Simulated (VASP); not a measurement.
Runs of VASP 6.6.1 on ZnReH. The structure is that of space group P4/mmm (No. 123), or close to it. The cells are those of the table. The cell was generated, and may not be a known phase.

| task | spin | cell | k mesh | cutoff (eV) | gap on the mesh (eV) | pressure (GPa) |
| --- | --- | --- | --- | --- | --- | --- |
| single point | off | a = 2.422, b = 2.422, c = 4.848 Å, 3 atoms | 8 × 8 × 4 | 520 | none | (a) |
| relaxation of cell and atoms | off | relaxed from a = 2.422, b = 2.422, c = 4.848 Å, 3 atoms | 8 × 8 × 4 | 600 | none | -0.1 |
| single point | collinear | a = 2.750, b = 2.750, c = 4.279 Å, 3 atoms | 6 × 6 × 4 | 520 | none | 2.8 |
| single point | off | a = 2.750, b = 2.750, c = 4.279 Å, 3 atoms | 8 × 8 × 4 | 520 | none | 0.7 |

Alike in all rows: level PBE; potentials or basis VASP PAW PBE potentials, release 64 (Zn, Re, H); smearing gaussian 0.1 eV.

Question: Fill in the values left out.

Answer: (a) 69.7.

Caveats: some runs use coarse meshes; spin-orbit coupling is left out, which moves the levels of the heavy elements; the stress differs along the axes, from 1 to 104 GPa (at least some runs).

A k mesh can miss the band edges, and the runs leave out spin-orbit coupling on Re.

A gap of «none» marks levels without a gap at the run's occupations.
